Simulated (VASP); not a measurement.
# SiC (P6_3mc) in VASP: notebook

The runs below take SiC through single point, with PBE.

Program: VASP 6.6.1. These are calculated values, not measurements. Logs are shortened: lines on timing, memory, paths and dates and some standing lists are left out, and cuts for length are marked.

## (1) The cell of the first run

The structure is hexagonal, space group P6_3mc (No. 186). The conventional cell has a = 2.948 Å, b = 2.948 Å, c = 4.837 Å, α = 90.00°, β = 90.00°, γ = 120.00°. Si (site symmetry 3m) has 4 C at 1.79 to 1.86 Å within 2.4 Å. Within 2.4 Å of C (site symmetry 3m) lie 4 Si at 1.79 to 1.86 Å.

## (2) Single point, PBE

INCAR reads:

```
PREC = Accurate
ENCUT = 520
EDIFF = 1E-7
ISMEAR = 0
SIGMA = 0.01
LREAL = False
LASPH = True
NELM = 80
ALGO = Normal
ISIF = 2
LWAVE = False
LCHARG = False
GGA = PE
NBANDS = 16
```

KPOINTS reads:

```
regular mesh
0
Gamma
  12 12 4
```

POSCAR reads:

```
SiC
1.0
    2.9476814961      0.0000000000      0.0000000000
   -1.4738407480      2.5527669217      0.0000000000
    0.0000000000      0.0000000000      4.8374174877
Si C
2 2
Direct
    0.3333333333      0.6666666667      0.0000000000
    0.6666666667      0.3333333333      0.5000000000
    0.3333333333      0.6666666667      0.3850000000
    0.6666666667      0.3333333333      0.8850000000
```

Potentials or basis: VASP PAW PBE potentials, release 64 (Si, C).

On the command line:

```console
$ cat potpaw_PBE.64/Si/POTCAR potpaw_PBE.64/C/POTCAR > POTCAR
$ mpirun -np 1 vasp_std > vasp.out
```

OUTCAR:

```text
PREC = Accurate
   ENCUT = 520
   EDIFF = 1E-7
   ISMEAR = 0
   LREAL = False
   LASPH = True
   NELM = 80
   ISIF = 2
   GGA = PE

 ion  position               nearest neighbor table
   1  0.333  0.667  0.000-   4 1.79   4 1.79   4 1.79   3 1.86   2 2.96   2 2.96   2 2.96   2 2.96
                             2 2.96   2 2.96
   2  0.667  0.333  0.500-   3 1.79   3 1.79   3 1.79   4 1.86   1 2.96   1 2.96   1 2.96   1 2.96
                             1 2.96   1 2.96
   3  0.333  0.667  0.385-   2 1.79   2 1.79   2 1.79   1 1.86
   4  0.667  0.333  0.885-   1 1.79   1 1.79   1 1.79   2 1.86

  LATTYP: Found a hexagonal cell.
 ALAT       =     2.9476814961
 C/A-ratio  =     1.6410923277

  Lattice vectors:

 A1 = (   2.9476814961,   0.0000000000,   0.0000000000)
 A2 = (  -1.4738407480,   2.5527669217,   0.0000000000)
 A3 = (   0.0000000000,   0.0000000000,   4.8374174877)

Analysis of symmetry for initial positions (statically):
=====================================================================
 Subroutine PRICEL returns:
 Original cell was already a primitive cell.

 Routine SETGRP: Setting up the symmetry group for a
 hexagonal supercell.

 Subroutine GETGRP returns: Found 12 space group operations
 (whereof  6 operations were pure point group operations)
 out of a pool of 24 trial point group operations.

The static configuration has the point symmetry C_3v.
 The point group associated with its full space group is C_6v.

Analysis of symmetry for dynamics (positions and initial velocities):
=====================================================================
 Subroutine PRICEL returns:
 Original cell was already a primitive cell.

 Routine SETGRP: Setting up the symmetry group for a
 hexagonal supercell.

 Subroutine GETGRP returns: Found 12 space group operations
 (whereof  6 operations were pure point group operations)
 out of a pool of 24 trial point group operations.

The dynamic configuration has the point symmetry C_3v.
 The point group associated with its full space group is C_6v.

 Subroutine INISYM returns: Found 12 space group operations
 (whereof  6 operations are pure point group operations),
 and found     1 'primitive' translations

----------------------------------------------------------------------------------------

                                     Primitive cell

  volume of cell :      36.4003

  direct lattice vectors                    reciprocal lattice vectors
     2.947681496  0.000000000  0.000000000     0.339249679  0.195865904  0.000000000
    -1.473840748  2.552766922  0.000000000     0.000000000  0.391731807  0.000000000
     0.000000000  0.000000000  4.837417488     0.000000000  0.000000000  0.206721872

  length of vectors
     2.947681496  2.947681378  4.837417488     0.391731792  0.391731807  0.206721872

  position of ions in fractional coordinates (direct lattice)
     0.333333333  0.666666667  0.000000000
     0.666666667  0.333333333  0.500000000
     0.333333333  0.666666667  0.385000000
     0.666666667  0.333333333  0.885000000

  ion indices of the primitive-cell ions
   primitive index   ion index
                 1           1
                 2           2
                 3           3
                 4           4

----------------------------------------------------------------------------------------

 KPOINTS: regular mesh

Automatic generation of k-mesh.
 Grid dimensions read from file:
 generate k-points for:   12   12    4

 Generating k-lattice:

  Cartesian coordinates                     Fractional coordinates (reciprocal lattice)
     0.028270807  0.016322159  0.000000000     0.083333333 -0.000000000  0.000000000
     0.000000000  0.032644317  0.000000000     0.000000000  0.083333333  0.000000000
     0.000000000  0.000000000  0.051680468     0.000000000  0.000000000  0.250000000

  Length of vectors
     0.032644316  0.032644317  0.051680468

  Shift w.r.t. Gamma in fractional coordinates (k-lattice)
     0.000000000  0.000000000  0.000000000

 Subroutine IBZKPT returns following result:
 ===========================================

 Found     57 irreducible k-points:

 Following reciprocal coordinates:
            Coordinates               Weight
  0.000000  0.000000  0.000000      1.000000
  0.083333  0.000000  0.000000      6.000000
  0.166667 -0.000000  0.000000      6.000000
  0.250000  0.000000  0.000000      6.000000
  0.333333  0.000000  0.000000      6.000000
  0.416667 -0.000000  0.000000      6.000000
[... 16 lines left out ...]
  0.250000  0.000000  0.250000     12.000000
  0.333333  0.000000  0.250000     12.000000
 [... further k-points ...]
   k-points           NKPTS =     57   k-points in BZ     NKDIM =     57   number of bands    NBANDS=     16
   number of dos      NEDOS =    301   number of ions     NIONS =      4
   total plane-waves  NPLWV =  20736
   dimension x,y,z NGX =    24 NGY =   24 NGZ =   36
   dimension x,y,z NGXF=    48 NGYF=   48 NGZF=   72
   ions per type =               2   2
   NGX,Y,Z   is equivalent  to a cutoff of  13.54, 13.54, 12.37 a.u.
   NGXF,Y,Z  is equivalent  to a cutoff of  27.07, 27.07, 24.74 a.u.
 SYSTEM =  unknown system
   PREC   = accura    normal or accurate (medium, high low for compatibility)
   ISTART =      0    job   : 0-new  1-cont  2-samecut
   ICHARG =      2    charge: 1-file 2-atom 10-const
   ISPIN  =      1    spin polarized calculation?
   LNONCOLLINEAR =      F non collinear calculations
   LSORBIT =      F    spin-orbit coupling
   LASPH  =      T    aspherical Exc in radial PAW
   ENCUT  =  520.0 eV  38.22 Ry    6.18 a.u.   5.48  5.48  8.99*2*pi/ulx,y,z
   NELM   =     80;   NELMIN=  2; NELMDL= -5     # of ELM steps
   EDIFF  = 0.1E-06   stopping-criterion for ELM
   LREAL  =      F    real-space projection
   EDIFFG = 0.1E-05   stopping-criterion for IOM
   NSW    =      0    number of steps for IOM
   IBRION =     -1    ionic relax: 0-MD 1-quasi-New 2-CG
   NFREE  =      0    steps in history (QN), initial steepest desc. (CG)
   ISIF   =      2    stress and relaxation
   ISYM   =      2    0-nonsym 1-usesym 2-fastsym
   POTIM  = 0.5000    time-step for ionic-motion
   TEBEG  =    0.0;   TEEND  =   0.0 temperature during run
   PSTRESS=    0.0 pullay stress
   NELECT =      16.0000    total number of electrons
   NUPDOWN=      -1.0000    fix difference up-down
   EMIN   =  10.00;   EMAX   =-10.00  energy-range for DOS
   EFERMI =   0.00;   METHOD = LEGACY
   ISMEAR =     0;   SIGMA  =   0.01  broadening in eV -4-tet -1-fermi 0-gaus
   EFERMI_NEDOS =   21; number of points for ismear=-14 and -15
   IALGO  =     38    algorithm
   IMIX   =      4    mixing-type and parameters
     AMIX     =   0.40;   BMIX     =  1.00
     AMIX_MAG =   1.60;   BMIX_MAG =  1.00
  volume/ion in A,a.u.               =       9.10        61.41
  Fermi-wavevector in a.u.,A,eV,Ry     =   1.244743  2.352223 21.080668  1.549385
  Thomas-Fermi vector in A             =   2.378996
   LORBIT       =      0    0 simple, 1 ext, 2 COOP (PROOUT), +10 PAW based schemes
   GGA     = PE    functional components
   LHFCALC =     F    Hartree Fock is set to
   AEXX    =    0.0000 exact exchange contribution
   IVDW    =     0    specifies the selected vdW correction
   LEPSILON=     F    determine dielectric tensor
   LRPA    =     F    only Hartree local field effects (RPA)
 non-spin polarized calculation
 Gauss-broadening in eV      SIGMA  =   0.01
  energy-cutoff  :      520.00
  volume of cell :       36.40
 maximum number of plane-waves:      1008
 NGX is ok and might be reduce to    24
   NGX = 11   NGY = 11   NGZ = 17

 number of electron      16.0000002 magnetization

 Free energy of the ion-electron system (eV)
  ---------------------------------------------------
  ext. energy  EPLUGINS =         0.00000000
  ---------------------------------------------------
  free energy    TOTEN  =       -29.43652762 eV

  energy without entropy =      -29.43652762  energy(sigma->0) =      -29.43652762

 E-fermi :   9.9824     XC(G=0): -11.9150

 val. band max:        9.9200036237   @ k =   0.0000   0.0000   0.0000
 cond. band min:      11.9933956219   @ k =   0.3333   0.3333   0.0000
 fundamental gap:      2.0733919982
 Fermi energy:         9.9823886222

 k-point     1 :       0.0000    0.0000    0.0000
  band No.  band energies     occupation
      1      -6.8545      2.00000
      2      -2.8389      2.00000
      3       0.4367      2.00000
      4       8.3114      2.00000
      5       8.3114      2.00000
      6       9.6521      2.00000
[... 8 lines left out ...]
     15      19.5635      0.00000
     16      21.8475      0.00000

 k-point     2 :       0.0833    0.0000    0.0000
  band No.  band energies     occupation
      1      -6.7213      2.00000
      2      -2.7251      2.00000
      3       0.5647      2.00000
      4       7.6063      2.00000
      5       8.0774      2.00000
      6       9.2142      2.00000
[... 8 lines left out ...]
     15      19.8805      0.00000
     16      20.7471      0.00000

 k-point     3 :       0.1667   -0.0000    0.0000
  band No.  band energies     occupation
      1      -6.3245      2.00000
      2      -2.3928      2.00000
      3       0.9427      2.00000
      4       6.0212      2.00000
      5       7.5543      2.00000
      6       8.0977      2.00000
[... 8 lines left out ...]
     15      20.1420      0.00000
     16      20.3577      0.00000

 k-point     4 :       0.2500    0.0000    0.0000
  band No.  band energies     occupation
      1      -5.6749      2.00000
      2      -1.8787      2.00000
      3       1.5417      2.00000
      4       4.2222      2.00000
      5       6.6649      2.00000
      6       6.9911      2.00000
[... 8 lines left out ...]
     15      20.6558      0.00000
     16      21.2115      0.00000

 k-point     5 :       0.3333    0.0000    0.0000
  band No.  band energies     occupation
      1      -4.7987      2.00000
      2      -1.3118      2.00000
      3       2.0640      2.00000
      4       2.8721      2.00000
      5       5.1720      2.00000
      6       6.5271      2.00000
[... 8 lines left out ...]
     15      21.6010      0.00000
     16      22.9156      0.00000

 k-point     6 :       0.4167   -0.0000    0.0000
  band No.  band energies     occupation
      1      -3.7762      2.00000
      2      -1.1732      2.00000
      3       1.5127      2.00000
      4       3.4223      2.00000
      5       3.8517      2.00000
      6       6.2290      2.00000
[... 8 lines left out ...]
     15      22.0245      0.00000
     16      22.8950      0.00000
[... 267 lines left out ...]
 k-point    21 :       0.0833    0.0000    0.2500
  band No.  band energies     occupation
      1      -6.3866      2.00000
      2      -3.8980      2.00000
      3       2.2655      2.00000
      4       7.8130      2.00000
      5       8.1929      2.00000
      6       8.2664      2.00000
[... 8 lines left out ...]
     15      19.2318      0.00000
     16      21.7791      0.00000

 k-point    22 :       0.1667   -0.0000    0.2500
  band No.  band energies     occupation
      1      -5.9924      2.00000
      2      -3.5333      2.00000
      3       2.5662      2.00000
      4       6.3051      2.00000
      5       7.3746      2.00000
      6       7.7685      2.00000
[... 8 lines left out ...]
     15      20.1499      0.00000
     16      21.3983      0.00000

 k-point    23 :       0.2500    0.0000    0.2500
  band No.  band energies     occupation
      1      -5.3477      2.00000
      2      -2.9496      2.00000
      3       2.8836      2.00000
      4       4.7231      2.00000
      5       5.9005      2.00000
      6       7.2238      2.00000
[... 8 lines left out ...]
     15      21.2859      0.00000
     16      22.0212      0.00000

 k-point    24 :       0.3333    0.0000    0.2500
  band No.  band energies     occupation
      1      -4.4807      2.00000
      2      -2.2146      2.00000
      3       2.2083      2.00000
      4       4.1866      2.00000
      5       4.5028      2.00000
      6       6.7709      2.00000
[... 8 lines left out ...]
     15      22.6849      0.00000
     16      22.7610      0.00000

 [... further k-points ...]

------------------------ aborting loop because EDIFF is reached ----------------------------------------

  FORCE on cell =-STRESS in cart. coord.  units (eV):
  Direction    XX          YY          ZZ          XY          YZ          ZX
  --------------------------------------------------------------------------------------
  -------------------------------------------------------------------------------------
  Total       10.0958662     10.0958652      7.4839545      0.0000000      0.0000000      0.0000000
  in kB      444.3742459    444.3741985    329.4097356      0.0000000      0.0000000      0.0000000
  external PRESSURE =     406.0527267 kB  Pullay stress =       0.0000000 kB

 VOLUME and BASIS-vectors are now :
 -----------------------------------------------------------------------------
  energy-cutoff  :      520.00
  volume of cell :       36.40
      direct lattice vectors                 reciprocal lattice vectors
     2.947681496  0.000000000  0.000000000     0.339249679  0.195865904  0.000000000
    -1.473840748  2.552766922  0.000000000     0.000000000  0.391731807  0.000000000
     0.000000000  0.000000000  4.837417488     0.000000000  0.000000000  0.206721872

 POSITION                                       TOTAL-FORCE (eV/Angst)
 -----------------------------------------------------------------------------------
     -0.00000      1.70184      0.00000         0.000000      0.000000      0.974403
      1.47384      0.85092      2.41871        -0.000000      0.000000      0.974403
     -0.00000      1.70184      1.86241         0.000000      0.000000     -0.974403
      1.47384      0.85092      4.28111        -0.000000      0.000000     -0.974403
 -----------------------------------------------------------------------------------
    total drift:                               -0.000000      0.000000      0.000007

  FREE ENERGIE OF THE ION-ELECTRON SYSTEM (eV)
  ---------------------------------------------------
  free  energy   TOTEN  =       -29.4365276190 eV

  energy  without entropy=      -29.4365276190  energy(sigma->0) =      -29.43652762
```

Wall time 14 s (1 thread of Intel Xeon Platinum 8488C (Sapphire Rapids), shared host); peak memory 0.15 GiB.

What came out:

| Quantity | Value |
| --- | --- |
| Free energy | -29.4365 eV |
| Pressure | 40.6 GPa |
| Largest force | 0.974 eV/Å |
| Band gap on the k mesh | 2.07 eV (least direct gap 4.34 eV) |

Forces in eV/Å, atoms in the order of the input:
```
Si   0.000  0.000  0.974
Si   0.000  0.000  0.974
C    0.000  0.000 -0.974
C    0.000  0.000 -0.974
```

Stress tensor (GPa, compression positive):
```
44.44  0.00  0.00
 0.00 44.44  0.00
 0.00  0.00 32.94
```

Caveat: the cell stands under pressure. A hybrid or GW would open this gap; PBE tends to underestimate it.

## (3) Single point, PBE

This run uses another cell than the first one, of 9.51 Å³/atom.

INCAR reads:

```
SYSTEM = SiC
PREC = Accurate
ENCUT = 520
EDIFF = 1E-6
ISMEAR = 0
SIGMA = 0.01
LREAL = .FALSE.
LASPH = .TRUE.
NELM = 80
ALGO = Normal
ISIF = 2
LWAVE = .FALSE.
LCHARG = .FALSE.
GGA = PE
NBANDS = 16
```

KPOINTS reads:

```
regular mesh
0
G
  12 12 4
  0 0 0
```

POSCAR reads:

```
SiC
1.0
    2.9916832294      0.0000000000      0.0000000000
   -1.4958416147      2.5908735386      0.0000000000
    0.0000000000      0.0000000000      4.9096283948
Si C
2 2
Direct
    0.3333333333      0.6666666667      0.0000000000
    0.6666666667      0.3333333333      0.5000000000
    0.3333333333      0.6666666667      0.3850000000
    0.6666666667      0.3333333333      0.8850000000
```

Potentials or basis: VASP PAW PBE potentials, release 64 (Si, C).

On the command line:

```console
$ cat potpaw_PBE.64/Si/POTCAR potpaw_PBE.64/C/POTCAR > POTCAR
$ mpirun -np 1 vasp_std > vasp.out
```

Run time: 14 s. Hardware: 1 thread of Intel Xeon Platinum 8488C (Sapphire Rapids), shared host; peak memory 0.16 GiB.

It converged, with:

| Item | Value |
| --- | --- |
| Free energy | -29.7775 eV |
| Pressure | 25.8 GPa |
| Largest force | 0.892 eV/Å |
| Band gap on the k mesh | 2.16 eV (least direct gap 4.25 eV) |

Forces in eV/Å, atoms in the order of the input:
```
Si   0.000  0.000  0.892
Si   0.000  0.000  0.892
C    0.000  0.000 -0.892
C    0.000  0.000 -0.892
```

Stress tensor (GPa, compression positive):
```
28.77  0.00  0.00
 0.00 28.77  0.00
 0.00  0.00 19.91
```

Levels at points of the mesh, in eV from the valence-band top:
| k point | band 4 | band 5 | band 6 | band 7 | band 8 | band 9 | band 10 | band 11 | band 12 | band 13 |
| --- | --- | --- | --- | --- | --- | --- | --- | --- | --- | --- |
| (0.00, 0.00, 0.00) | -1.59 | -1.59 | -0.27 | -0.27 | 0.00 | 5.37 | 6.89 | 7.01 | 7.01 | 8.34 |
| (0.50, 0.00, 0.00) | -6.75 | -5.73 | -3.71 | -3.50 | -1.50 | 2.75 | 4.30 | 7.39 | 7.52 | 10.53 |
| (0.00, 0.00, 0.50) | -4.63 | -0.98 | -0.98 | -0.98 | -0.98 | 6.46 | 6.46 | 7.64 | 7.64 | 7.64 |
| (0.50, 0.00, 0.50) | -8.84 | -2.79 | -2.79 | -2.43 | -2.43 | 3.34 | 3.34 | 5.38 | 5.38 | 10.98 |

Caveat: the cell stands under pressure.

## (4) Single point, PBE

This run uses another cell than the first one, of 9.93 Å³/atom.

INCAR is that of step 3.

KPOINTS reads:

```
Automatic mesh
0
G
  12 12 4
  0 0 0
```

POSCAR reads:

```
SiC
1.0
    3.0344273363      0.0000000000      0.0000000000
   -1.5172136681      2.6278910190      0.0000000000
    0.0000000000      0.0000000000      4.9797754205
Si C
2 2
Direct
    0.3333333333      0.6666666667      0.0000000000
    0.6666666667      0.3333333333      0.5000000000
    0.3333333333      0.6666666667      0.3850000000
    0.6666666667      0.3333333333      0.8850000000
```

On the command line:

```console
$ cat potpaw_PBE.64/Si/POTCAR potpaw_PBE.64/C/POTCAR > POTCAR
$ mpirun -np 1 vasp_std > vasp.out
```

It took 16 s on 1 thread of Intel Xeon Platinum 8488C (Sapphire Rapids), shared host; peak memory 0.16 GiB.

Results (log left out):

```
Free energy            : -29.9798 eV
Pressure               : 13.7 GPa
Largest force          : 0.818 eV/Å
Band gap on the k mesh : 2.25 eV (least direct gap 4.16 eV)
```

Forces on the atoms (eV/Å):
```
Si   0.000  0.000  0.818
Si   0.000  0.000  0.818
C    0.000  0.000 -0.818
C    0.000  0.000 -0.818
```

Stress tensor (GPa, compression positive):
```
15.88  0.00  0.00
 0.00 15.88  0.00
 0.00  0.00  9.21
```

Levels at points of the mesh, in eV from the valence-band top:
```csv
k point,band 4,band 5,band 6,band 7,band 8,band 9,band 10,band 11,band 12,band 13
"(0.00, 0.00, 0.00)",-1.57,-1.57,-0.27,-0.27,0.00,4.99,6.45,6.75,6.75,7.93
"(0.50, 0.00, 0.00)",-6.64,-5.58,-3.62,-3.38,-1.49,2.67,4.25,7.06,7.36,10.10
"(0.00, 0.00, 0.50)",-4.54,-0.97,-0.97,-0.97,-0.97,6.08,6.08,7.40,7.40,7.40
"(0.50, 0.00, 0.50)",-8.64,-2.74,-2.74,-2.38,-2.38,3.25,3.25,5.18,5.18,10.67
```

Caveat: the cell stands under pressure. A k mesh can miss the band edges.

[end of part 1 of 2]
